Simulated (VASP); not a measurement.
# CuO (rock salt type) (Fm-3m) in VASP: a series of runs

Runs on CuO (rock salt type). Level: PBE. Tasks: single point.

Program: VASP 6.6.1. These are calculated values, not measurements. Logs are shortened: lines on timing, memory, paths and dates and some standing lists are left out, and cuts for length are marked.

## 1. The cell of the first run

It takes space group Fm-3m (No. 225, cubic). Conventional cell: a = 4.272 Å, b = 4.272 Å, c = 4.272 Å, α = 90.00°, β = 90.00°, γ = 90.00°. Cu (site symmetry m-3m) has 6 O at 2.14 Å within 2.8 Å. O (site symmetry m-3m) has 6 Cu at 2.14 Å within 2.8 Å.

## 2. Single point, PBE

Input file INCAR:

```
SYSTEM = CuO
ALGO = Normal
EDIFF = 1E-7
ENCUT = 520
GGA = PE
ISIF = 2
ISMEAR = -1
LASPH = .True.
LCHARG = .False.
LREAL = .False.
LWAVE = .False.
NBANDS = 16
NELM = 100
PREC = Accurate
SIGMA = 0.06122561905347299
```

Input file KPOINTS:

```
k-points
0
Gamma
  22 22 22
  0 0 0
```

Input file POSCAR:

```
CuO
1.0
    0.0000000000      2.1358931926      2.1358931926
    2.1358931926      0.0000000000      2.1358931926
    2.1358931926      2.1358931926      0.0000000000
Cu O
1 1
Direct
    0.0000000000      0.0000000000      0.0000000000
    0.5000000000      0.5000000000      0.5000000000
```

Potentials or basis: VASP PAW PBE potentials, release 64 (Cu, O).

Run with:

```console
> cat potpaw_PBE.64/Cu/POTCAR potpaw_PBE.64/O/POTCAR > POTCAR
> mpirun -np 1 vasp_std > vasp.out
```

OUTCAR:

```text
SYSTEM = CuO
   EDIFF = 1E-7
   ENCUT = 520
   GGA = PE
   ISIF = 2
   ISMEAR = -1
   LASPH = .True.
   LREAL = .False.
   NELM = 100
   PREC = Accurate

 ion  position               nearest neighbor table
   1  0.000  0.000  0.000-   2 2.14   2 2.14   2 2.14   2 2.14   2 2.14   2 2.14
   2  0.500  0.500  0.500-   1 2.14   1 2.14   1 2.14   1 2.14   1 2.14   1 2.14

  LATTYP: Found a face centered cubic cell.
 ALAT       =     4.2717863852

  Lattice vectors:

 A1 = (   0.0000000000,   2.1358931926,   2.1358931926)
 A2 = (   2.1358931926,   0.0000000000,   2.1358931926)
 A3 = (   2.1358931926,   2.1358931926,   0.0000000000)

Analysis of symmetry for initial positions (statically):
=====================================================================
 Subroutine PRICEL returns:
 Original cell was already a primitive cell.

 Routine SETGRP: Setting up the symmetry group for a
 face centered cubic supercell.

 Subroutine GETGRP returns: Found 48 space group operations
 (whereof 48 operations were pure point group operations)
 out of a pool of 48 trial point group operations.

The static configuration has the point symmetry O_h .

Analysis of symmetry for dynamics (positions and initial velocities):
=====================================================================
 Subroutine PRICEL returns:
 Original cell was already a primitive cell.

 Routine SETGRP: Setting up the symmetry group for a
 face centered cubic supercell.

 Subroutine GETGRP returns: Found 48 space group operations
 (whereof 48 operations were pure point group operations)
 out of a pool of 48 trial point group operations.

The dynamic configuration has the point symmetry O_h .

 Subroutine INISYM returns: Found 48 space group operations
 (whereof 48 operations are pure point group operations),
 and found     1 'primitive' translations

----------------------------------------------------------------------------------------

                                     Primitive cell

  volume of cell :      19.4881

  direct lattice vectors                    reciprocal lattice vectors
     0.000000000  2.135893193  2.135893193    -0.234094103  0.234094103  0.234094103
     2.135893193  0.000000000  2.135893193     0.234094103 -0.234094103  0.234094103
     2.135893193  2.135893193  0.000000000     0.234094103  0.234094103 -0.234094103

  length of vectors
     3.020609121  3.020609121  3.020609121     0.405462879  0.405462879  0.405462879

  position of ions in fractional coordinates (direct lattice)
     0.000000000  0.000000000  0.000000000
     0.500000000  0.500000000  0.500000000

  ion indices of the primitive-cell ions
   primitive index   ion index
                 1           1
                 2           2

----------------------------------------------------------------------------------------

 KPOINTS: k-points

Automatic generation of k-mesh.
 Grid dimensions read from file:
 generate k-points for:   22   22   22

 Generating k-lattice:

  Cartesian coordinates                     Fractional coordinates (reciprocal lattice)
    -0.010640641  0.010640641  0.010640641     0.045454545  0.000000000  0.000000000
     0.010640641 -0.010640641  0.010640641     0.000000000  0.045454545  0.000000000
     0.010640641  0.010640641 -0.010640641     0.000000000  0.000000000  0.045454545

  Length of vectors
     0.018430131  0.018430131  0.018430131

  Shift w.r.t. Gamma in fractional coordinates (k-lattice)
     0.000000000  0.000000000  0.000000000

 Subroutine IBZKPT returns following result:
 ===========================================

 Found    328 irreducible k-points:

 Following reciprocal coordinates:
            Coordinates               Weight
  0.000000  0.000000  0.000000      1.000000
  0.045455  0.000000  0.000000      8.000000
  0.090909  0.000000  0.000000      8.000000
  0.136364  0.000000  0.000000      8.000000
  0.181818  0.000000  0.000000      8.000000
  0.227273  0.000000  0.000000      8.000000
[... 16 lines left out ...]
  0.500000  0.045455  0.000000     24.000000
 -0.454545  0.045455  0.000000     24.000000
 [... further k-points ...]
   k-points           NKPTS =    328   k-points in BZ     NKDIM =    328   number of bands    NBANDS=     16
   number of dos      NEDOS =    301   number of ions     NIONS =      2
   total plane-waves  NPLWV =  13824
   dimension x,y,z NGX =    24 NGY =   24 NGZ =   24
   dimension x,y,z NGXF=    48 NGYF=   48 NGZF=   48
   ions per type =               1   1
   NGX,Y,Z   is equivalent  to a cutoff of  13.21, 13.21, 13.21 a.u.
   NGXF,Y,Z  is equivalent  to a cutoff of  26.42, 26.42, 26.42 a.u.
 SYSTEM =  CuO
   PREC   = accura    normal or accurate (medium, high low for compatibility)
   ISTART =      0    job   : 0-new  1-cont  2-samecut
   ICHARG =      2    charge: 1-file 2-atom 10-const
   ISPIN  =      1    spin polarized calculation?
   LNONCOLLINEAR =      F non collinear calculations
   LSORBIT =      F    spin-orbit coupling
   LASPH  =      T    aspherical Exc in radial PAW
   ENCUT  =  520.0 eV  38.22 Ry    6.18 a.u.   5.62  5.62  5.62*2*pi/ulx,y,z
   NELM   =    100;   NELMIN=  2; NELMDL= -5     # of ELM steps
   EDIFF  = 0.1E-06   stopping-criterion for ELM
   LREAL  =      F    real-space projection
   EDIFFG = 0.1E-05   stopping-criterion for IOM
   NSW    =      0    number of steps for IOM
   IBRION =     -1    ionic relax: 0-MD 1-quasi-New 2-CG
   NFREE  =      0    steps in history (QN), initial steepest desc. (CG)
   ISIF   =      2    stress and relaxation
   ISYM   =      2    0-nonsym 1-usesym 2-fastsym
   POTIM  = 0.5000    time-step for ionic-motion
   TEBEG  =    0.0;   TEEND  =   0.0 temperature during run
   PSTRESS=    0.0 pullay stress
   NELECT =      17.0000    total number of electrons
   NUPDOWN=      -1.0000    fix difference up-down
   EMIN   =  10.00;   EMAX   =-10.00  energy-range for DOS
   EFERMI =   0.00;   METHOD = LEGACY
   ISMEAR =    -1;   SIGMA  =   0.06  broadening in eV -4-tet -1-fermi 0-gaus
   EFERMI_NEDOS =   21; number of points for ismear=-14 and -15
   IALGO  =     38    algorithm
   IMIX   =      4    mixing-type and parameters
     AMIX     =   0.40;   BMIX     =  1.00
     AMIX_MAG =   1.60;   BMIX_MAG =  1.00
  volume/ion in A,a.u.               =       9.74        65.76
  Fermi-wavevector in a.u.,A,eV,Ry     =   1.564234  2.955973 33.291099  2.446827
  Thomas-Fermi vector in A             =   2.666888
   LORBIT       =      0    0 simple, 1 ext, 2 COOP (PROOUT), +10 PAW based schemes
   GGA     = PE    functional components
   LHFCALC =     F    Hartree Fock is set to
   AEXX    =    0.0000 exact exchange contribution
   IVDW    =     0    specifies the selected vdW correction
   LEPSILON=     F    determine dielectric tensor
   LRPA    =     F    only Hartree local field effects (RPA)
 non-spin polarized calculation
  energy-cutoff  :      520.00
  volume of cell :       19.49
 maximum number of plane-waves:       544
   NGX = 11   NGY = 11   NGZ = 11

 number of electron      17.0000016 magnetization

 Free energy of the ion-electron system (eV)
  ---------------------------------------------------
  ext. energy  EPLUGINS =         0.00000000
  ---------------------------------------------------
  free energy    TOTEN  =        -9.54061512 eV

  energy without entropy =       -9.52192828  energy(sigma->0) =       -9.53127170

 E-fermi :   5.8370     XC(G=0): -12.2656

 val. band max:        5.8300218918   @ k =  -0.4545   0.2273   0.0000
 cond. band min:       5.8419007476   @ k =  -0.2273   0.3636   0.1364
 fundamental gap:      0.0118788558
 Fermi energy:         5.8370388329

 k-point     1 :       0.0000    0.0000    0.0000
  band No.  band energies     occupation
      1     -13.4732      2.00000
      2       3.4639      2.00000
      3       3.4639      2.00000
      4       3.4639      2.00000
      5       3.5827      2.00000
      6       3.5827      2.00000
[... 8 lines left out ...]
     15      26.6790      0.00000
     16      26.6790      0.00000

 k-point     2 :       0.0455    0.0000    0.0000
  band No.  band energies     occupation
      1     -13.4522      2.00000
      2       3.1879      2.00000
      3       3.2405      2.00000
      4       3.2405      2.00000
      5       3.5057      2.00000
      6       3.5057      2.00000
[... 8 lines left out ...]
     15      26.5684      0.00000
     16      26.5684      0.00000

 k-point     3 :       0.0909    0.0000    0.0000
  band No.  band energies     occupation
      1     -13.3901      2.00000
      2       2.6906      2.00000
      3       2.8837      2.00000
      4       2.8837      2.00000
      5       3.5343      2.00000
      6       3.5343      2.00000
[... 8 lines left out ...]
     15      26.4221      0.00000
     16      26.4221      0.00000

 k-point     4 :       0.1364    0.0000    0.0000
  band No.  band energies     occupation
      1     -13.2901      2.00000
      2       2.0862      2.00000
      3       2.5417      2.00000
      4       2.5417      2.00000
      5       3.5840      2.00000
      6       3.5840      2.00000
[... 8 lines left out ...]
     15      26.4683      0.00000
     16      26.4683      0.00000
[... 324 lines left out ...]
 k-point    22 :       0.4545    0.0455    0.0000
  band No.  band energies     occupation
      1     -12.3070      2.00000
      2      -1.2318      2.00000
      3       1.1080      2.00000
      4       1.1609      2.00000
      5       4.0045      2.00000
      6       4.0460      2.00000
[... 8 lines left out ...]
     15      29.6177      0.00000
     16      30.7240      0.00000

 k-point    23 :       0.5000    0.0455    0.0000
  band No.  band energies     occupation
      1     -12.2596      2.00000
      2      -1.3479      2.00000
      3       1.0793      2.00000
      4       1.1068      2.00000
      5       4.0371      2.00000
      6       4.0540      2.00000
[... 8 lines left out ...]
     15      30.0841      0.00000
     16      30.8158      0.00000

 k-point    24 :      -0.4545    0.0455    0.0000
  band No.  band energies     occupation
      1     -12.2691      2.00000
      2      -1.3247      2.00000
      3       1.1004      2.00000
      4       1.1013      2.00000
      5       4.0383      2.00000
      6       4.0454      2.00000
[... 8 lines left out ...]
     15      30.2884      0.00000
     16      30.3599      0.00000

 [... further k-points ...]

------------------------ aborting loop because EDIFF is reached ----------------------------------------

  FORCE on cell =-STRESS in cart. coord.  units (eV):
  Direction    XX          YY          ZZ          XY          YZ          ZX
  --------------------------------------------------------------------------------------
  -------------------------------------------------------------------------------------
  Total       -0.3700155     -0.3700155     -0.3700155      0.0000000      0.0000000      0.0000000
  in kB      -30.4201867    -30.4201867    -30.4201867      0.0000000      0.0000000      0.0000000
  external PRESSURE =     -30.4201867 kB  Pullay stress =       0.0000000 kB

 VOLUME and BASIS-vectors are now :
 -----------------------------------------------------------------------------
  energy-cutoff  :      520.00
  volume of cell :       19.49
      direct lattice vectors                 reciprocal lattice vectors
     0.000000000  2.135893193  2.135893193    -0.234094103  0.234094103  0.234094103
     2.135893193  0.000000000  2.135893193     0.234094103 -0.234094103  0.234094103
     2.135893193  2.135893193  0.000000000     0.234094103  0.234094103 -0.234094103

 POSITION                                       TOTAL-FORCE (eV/Angst)
 -----------------------------------------------------------------------------------
      0.00000      0.00000      0.00000         0.000000     -0.000000     -0.000000
      2.13589      2.13589      2.13589        -0.000000      0.000000      0.000000
 -----------------------------------------------------------------------------------
    total drift:                                0.000000     -0.000000     -0.000000

  FREE ENERGIE OF THE ION-ELECTRON SYSTEM (eV)
  ---------------------------------------------------
  free  energy   TOTEN  =        -9.5406151177 eV

  energy  without entropy=       -9.5219282759  energy(sigma->0) =       -9.53127170
```

Run time: 69 s. Hardware: 1 thread of Intel Xeon Platinum 8488C (Sapphire Rapids), shared host; peak memory 0.22 GiB.

Results:

```yaml
Free_energy: -9.5406 eV
Pressure: -3.0 GPa
Band_gap_on_the_k_mesh: zero (an odd number of electrons rules out a gap without spin polarisation)
```

Levels at points of the mesh, in eV from the Fermi level:
| k point | band 5 | band 6 | band 7 | band 8 | band 9 | band 10 | band 11 | band 12 | band 13 | band 14 |
| --- | --- | --- | --- | --- | --- | --- | --- | --- | --- | --- |
| (0.00, 0.00, 0.00) | -2.25 | -2.25 | -2.25 | -2.13 | -2.13 | 1.32 | 18.11 | 18.52 | 18.52 | 18.52 |
| (0.50, 0.00, 0.00) | -1.79 | -1.79 | -1.37 | 0.71 | 0.71 | 5.71 | 9.38 | 13.63 | 13.63 | 20.31 |
| (0.50, 0.50, 0.00) | -3.04 | -1.85 | -1.61 | -1.61 | -1.46 | 5.52 | 10.45 | 12.02 | 15.92 | 15.92 |

Caveat: the cell stands under tension; an odd number of electrons without spin polarisation forces a metal; a magnetic or distorted state may lie lower; semilocal functionals often make such compounds metallic where correlation or magnetic order opens a gap, which also shifts bond lengths. With open d or f shells a metallic result of PBE can be an artefact of self-interaction; +U or a hybrid may open a gap.

## 3. Single point, PBE

Input file INCAR:

```
PREC = Accurate ; ENCUT = 520
EDIFF = 1E-6 ; ISMEAR = -1
SIGMA = 0.06122561905347299 ; LREAL = F
LASPH = T ; NELM = 60
ALGO = Normal ; ISIF = 2
LWAVE = F ; LCHARG = F
GGA = PE ; NBANDS = 16
```

Input file KPOINTS:

```
regular mesh
0
Gamma
  22 22 22
```

POSCAR is that of step 2.

Potentials or basis: VASP PAW PBE potentials, release 64 (Cu, O).

Run with:

```console
> cat potpaw_PBE.64/Cu/POTCAR potpaw_PBE.64/O/POTCAR > POTCAR
> mpirun -np 1 vasp_std > vasp.out
```

Run time: 62 s. Hardware: 1 thread of Intel Xeon Platinum 8488C (Sapphire Rapids), shared host; peak memory 0.22 GiB.

Results (log left out):

* Free energy: -9.5406 eV
* Pressure: -3.1 GPa
* Band gap on the k mesh: zero (an odd number of electrons rules out a gap without spin polarisation)

Levels at points of the mesh, in eV from the Fermi level:
| k point | band 5 | band 6 | band 7 | band 8 | band 9 | band 10 | band 11 | band 12 | band 13 | band 14 |
| --- | --- | --- | --- | --- | --- | --- | --- | --- | --- | --- |
| (0.00, 0.00, 0.00) | -2.25 | -2.25 | -2.25 | -2.13 | -2.13 | 1.32 | 18.11 | 18.52 | 18.52 | 18.52 |
| (0.50, 0.00, 0.00) | -1.79 | -1.79 | -1.37 | 0.71 | 0.71 | 5.71 | 9.38 | 13.63 | 13.63 | 20.31 |
| (0.50, 0.50, 0.00) | -3.04 | -1.85 | -1.61 | -1.61 | -1.46 | 5.52 | 10.45 | 12.02 | 15.92 | 15.92 |

Caveat: the cell stands under tension; an odd number of electrons without spin polarisation forces a metal; a magnetic or distorted state may lie lower; semilocal functionals often make such compounds metallic where correlation or magnetic order opens a gap, which also shifts bond lengths.

(Part 1 of 2 ends here.)
